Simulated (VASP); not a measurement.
SnPb3S4: single point with PBE

Crystal: SnPb3S4.

```xyz
8
Lattice="4.2392 -5.9952 0.0000 4.2392 5.9952 0.0000 0.0000 0.0000 4.2392" Properties=species:S:1:pos:R:3 pbc="T T T"
Sn    0.0000    0.0000    2.1196
Pb    2.1196    2.9976    0.0000
Pb    4.2392    0.0000    2.1196
Pb    2.1196   -2.9976    0.0000
S     6.3588    0.0000    0.0000
S     4.2392   -2.9976    2.1196
S     4.2392    2.9976    2.1196
S     2.1196    0.0000    0.0000
```

```yaml
Program: VASP 6.6.1
Task: single point
Functional: PBE
Potentials_or_basis: VASP PAW PBE potentials, release 64 (Sn_d, Pb_d, S)
Cutoff: 520 eV
k_mesh: 4 × 4 × 4
Occupations: gaussian, width 0.1 eV
Spin: no spin polarisation
```

```json
{"Pressure": "-0.7 GPa", "Largest force": "0.237 eV/Å", "Band gap on the k mesh": "0.13 eV"}
```

Forces in eV/Å, atoms in the order of the input:
```
Sn   0.000  0.000  0.000
Pb   0.000  0.000  0.000
Pb   0.000  0.000  0.000
Pb   0.000  0.000  0.000
S    0.237  0.000  0.000
S    0.000 -0.167  0.000
S    0.000  0.167  0.000
S   -0.237  0.000  0.000
```

Levels at points of the mesh, in eV from the valence-band top:
```
           k point  band 37  band 38  band 39  band 40  band 41  band 42  band 43  band 44
(0.00, 0.00, 0.00)    -1.93    -1.93    -0.33     0.00     0.13     0.16     1.59     1.65
(0.50, 0.00, 0.00)    -2.14    -2.14    -1.41    -1.24     2.00     2.18     2.48     2.57
(0.50, 0.50, 0.00)    -1.91    -1.84    -1.05    -0.82     1.10     1.21     2.02     2.02
(0.00, 0.00, 0.50)    -1.26    -1.24    -1.05    -0.76     1.09     1.21     1.77     1.95
(0.50, 0.00, 0.50)    -2.41    -2.40    -2.38    -2.08     2.49     2.52     2.55     2.59
(0.50, 0.50, 0.50)    -1.93    -1.93    -0.32     0.00     0.13     0.16     1.60     1.65
```

Wall time 3 min on 1 thread of AMD EPYC 7R43 64-Core Processor (Zen 3) (shared host), peak memory 0.38 GiB.

Caveat: spin-orbit coupling is left out, which moves the levels of the heavy elements. A k mesh can miss the band edges.
